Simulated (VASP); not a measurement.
Set up this calculation in VASP 6.6.1, as the native input.

| Quantity | Value |
| --- | --- |
| Task | single point |
| Functional | LDA |
| Potentials or basis | VASP PAW LDA potentials, release 64 (W_sv) |
| Cutoff | 520 eV |
| k mesh | 16 × 16 × 12 |
| Occupations | gaussian, width 0.15 eV |
| Spin | no spin polarisation |
| Dipole correction | no |
| Further INCAR settings | ALGO = Fast; EDIFF = 1e-07; NBANDS = 21 |

The structure of W lies in POSCAR:

```
W
1.0
    0.0000000000     -1.9862702900     -1.9862702900
    0.0000000000      1.9862702900     -1.9862702900
    3.9725405800      0.0000000000      0.0000000000
W
2
Direct
    0.5000000000      0.5000000000      0.5000000000
    0.0000000000      0.0000000000      0.0000000000
```

These files were run (other wordings do the same):

INCAR

```
PREC = Accurate
ENCUT = 520
EDIFF = 1E-7
ISMEAR = 0
SIGMA = 0.15
LREAL = F
LASPH = T
NELM = 60
ALGO = Fast
ISIF = 2
LWAVE = F
LCHARG = T
LELF = T
LVHAR = T
NBANDS = 21
```

KPOINTS

```
Automatic mesh
0
Gamma
  16 16 12
```

Potentials or basis: VASP PAW LDA potentials, release 64 (W_sv).

Run with:

```sh
$ cat potpaw_LDA.64/W_sv/POTCAR > POTCAR
$ mpirun -np 1 vasp_std > vasp.out
```

It gave:

The pressure is 1.8 GPa and the band gap on the k mesh is zero (band 14 reaches 14.47 eV, above the bottom of band 15 at 10.58 eV).

Caveat: spin-orbit coupling is left out, which moves the levels of the heavy elements.

Run time: 3.1 min on 1 thread of AMD EPYC 7R13 Processor (Zen 3), with other jobs on the host, peak memory 0.23 GiB.
